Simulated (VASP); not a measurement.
Wanted: the native input for a VASP 6.6.1 run.

```
Task                   : single point
Functional             : PBEsol
Potentials or basis    : VASP PAW PBE potentials, release 64 (Zn, Se)
Cutoff                 : 500 eV
k mesh                 : 8 × 8 × 8
Occupations            : gaussian, width 0.02 eV
Spin                   : no spin polarisation
Dipole correction      : no
Further INCAR settings : ALGO = Normal; EDIFF = 1e-06; NBANDS = 16
```

The structure of ZnSe lies in POSCAR:

```
ZnSe
1.0
    0.0000000000      2.8166236825      2.8166236825
    2.8166236825      0.0000000000      2.8166236825
    2.8166236825      2.8166236825      0.0000000000
Zn Se
1 1
Direct
    0.0000000000      0.0000000000      0.0000000000
    0.2500000000      0.2500000000      0.2500000000
```

These files were run (other wordings do the same):

INCAR

```
SYSTEM = ZnSe
PREC = Accurate
ENCUT = 500
EDIFF = 1E-6
ISMEAR = 0
SIGMA = 0.02
LREAL = .FALSE.
LASPH = .TRUE.
NELM = 120
ALGO = Normal
ISIF = 2
LWAVE = .FALSE.
LCHARG = .FALSE.
GGA = PS
NBANDS = 16
GGA_COMPAT = .FALSE.
```

KPOINTS

```
Automatic mesh
0
G
  8 8 8
  0 0 0
```

Potentials or basis: VASP PAW PBE potentials, release 64 (Zn, Se).

Launch:

```bash
$ cat potpaw_PBE.64/Zn/POTCAR potpaw_PBE.64/Se/POTCAR > POTCAR
$ mpirun -np 1 vasp_std > vasp.out
```

Results of the run:

```
Pressure               : 0.3 GPa
Band gap on the k mesh : 1.24 eV
```

Caveat: the PAW data sets were made with another functional, which shifts forces and pressure a little.

It took 9.6 s on 1 thread of Intel(R) Xeon(R) 6975P-C (Granite Rapids) (shared host), peak memory 0.17 GiB.
